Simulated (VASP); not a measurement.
PtC (rocksalt type), 2 atoms in the cell. It takes space group Fm-3m (No. 225, cubic). Conventional cell: a = 4.465 Å, b = 4.465 Å, c = 4.465 Å, α = 90.00°, β = 90.00°, γ = 90.00°. Pt (site symmetry m-3m) has 6 C at 2.23 Å within 3.0 Å. Within 3.0 Å of C (site symmetry m-3m) lie 6 Pt at 2.23 Å. 

* Program: VASP 6.6.1
* Task: relaxation of cell and atoms
* Functional: PBE
* Potentials or basis: VASP PAW PBE potentials, release 64 (Pt, C)
* Cutoff: 600 eV
* k mesh: 13 × 13 × 13
* Occupations: fermi-dirac, width 0.03 eV
* Spin: no spin polarisation
* Dipole correction: no
* Further INCAR settings: ALGO = Normal; EDIFF = 1e-07; IBRION = 2; EDIFFG = -0.005; NSW = 100; ISIF = 3

Potentials or basis: VASP PAW PBE potentials, release 64 (Pt, C).

Launch:

```console
$ cat potpaw_PBE.64/Pt/POTCAR potpaw_PBE.64/C/POTCAR > POTCAR
$ mpirun -np 1 vasp_std > vasp.out
```

Hardware: 1 thread of Intel(R) Xeon(R) Platinum 8488C (Sapphire Rapids), on a shared host.

Task: How long does it take, and how much memory?

Result: Run time: 40 s on 1 thread of Intel(R) Xeon(R) Platinum 8488C (Sapphire Rapids), on a shared host, peak memory 0.18 GiB. Counts: scf iterations 27, k points 84, ion steps 3.
